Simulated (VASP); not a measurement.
A run of VASP 6.6.1 is set up as follows.

POSCAR

```
Cr
1.0
    0.0000000000      2.9379791777      0.0000000000
    2.9379791777      0.0000000000      0.0000000000
    2.9379791777      2.9379791777     -2.9379791777
Cr
2
Direct
    0.0000000000      0.0000000000      0.0000000000
    0.0000000000      0.0000000000      0.5000000000
```

File INCAR.step1:

```
ALGO = Normal ; EDIFF = 1E-4
ENCUT = 520 ; GGA = PE
ISMEAR = 0 ; ISPIN = 2
LASPH = True ; LCHARG = False
LMAXMIX = 4 ; LREAL = False
LWAVE = True ; MAGMOM = 2.05 -2.05
NBANDS = 23 ; NELM = 150
PREC = Accurate ; SIGMA = 0.05
```

Contents of INCAR.step2:

```
ALGO = Normal ; EDIFF = 1E-6
ENCUT = 520 ; ISIF = 2
ISMEAR = 0 ; ISPIN = 2
ISTART = 1 ; LASPH = True
LCHARG = False ; LMAXMIX = 4
LMIXTAU = True ; LORBIT = 11
LREAL = False ; LWAVE = False
MAGMOM = 2.05 -2.05 ; METAGGA = R2SCAN
NBANDS = 23 ; NELM = 150
PREC = Accurate ; SIGMA = 0.05
```

The input KPOINTS:

```
k-points
0
Gamma
  20 20 10
```

Potentials or basis: VASP PAW PBE potentials, release 64 (Cr_pv).

Launch:

```bash
$ cat potpaw_PBE.64/Cr_pv/POTCAR > POTCAR
$ cp INCAR.step1 INCAR
$ mpirun -np 1 vasp_std > vasp.out
$ cp INCAR.step2 INCAR
$ mpirun -np 1 vasp_std > vasp.out
```

(1) Predict the pressure.

(2) Predict the net moment.

Results:

(1) 3.2 GPa.

(2) 0.00 μB per cell.

Caveat: the PAW data sets were made with another functional, which shifts forces and pressure a little.
